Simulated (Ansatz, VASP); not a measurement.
# Two plane-wave programs on Yb

File INCAR:

```
AGGAC = 1.0 ; AGGAX = 1.0
ALDAC = 0.0 ; ALDAX = 1.0
ALGO = Normal ; EDIFF = 1E-6
ENCUT = 600 ; GGA = B5
GGA_COMPAT = False ; ISIF = 2
ISMEAR = -1 ; LASPH = True
LCHARG = False ; LMAXMIX = 6
LREAL = False ; LWAVE = False
NBANDS = 31 ; NELM = 200
PREC = Accurate ; SIGMA = 0.1
```

The input KPOINTS:

```
k-points
0
Gamma
  7 7 4
```

File POSCAR:

```
Yb
1.0
    3.8799000000      0.0000000000      0.0000000000
   -1.9399500000      3.3600919600      0.0000000000
    0.0000000000      0.0000000000      6.3859000000
Yb
2
Direct
    0.3333333338      0.6666666677      0.2500000000
    0.6666666662      0.3333333323      0.7500000000
```

Input for Ansatz:

```yaml
crystal:
  lattice:
    - [3.8799, 0.0, 0.0]
    - [-1.93995, 3.36009196, 0.0]
    - [0.0, 0.0, 6.3859]
  atoms:
    - { symbol: Yb, position: [0.33333333382935154, 0.6666666676587031, 0.25] }
    - { symbol: Yb, position: [0.6666666661706485, 0.333333332341297, 0.7499999999999999] }
basis:
  ecutwfc: 450.0
kpoints:
  mp_grid:
    grid: [7, 7, 4]
hamiltonian:
  xc: blyp
scf:
  occupations:
    method: fermi_dirac
output:
  forces: true
  stress: true
```

Alike in both runs: task single point; functional BLYP; k mesh 7 × 7 × 4; no spin polarisation.

|  | VASP | Ansatz |
| --- | --- | --- |
| version | VASP 6.6.1 | Ansatz 0.2.0 |
| potentials or method | VASP PAW PBE potentials, release 64 (Yb), cutoff 600 eV | plane waves, PAW |
| occupations | fermi-dirac, width 0.1 eV | fermi-dirac |
| valence electrons in the cell | 48 | 48 |

|  | VASP | Ansatz | Ansatz less VASP |
| --- | --- | --- | --- |
| pressure (GPa) | -1.3 | -1.5 | -0.13 |

VASP's potentials were made for PBE, not for BLYP.

Spin-orbit coupling is off throughout.
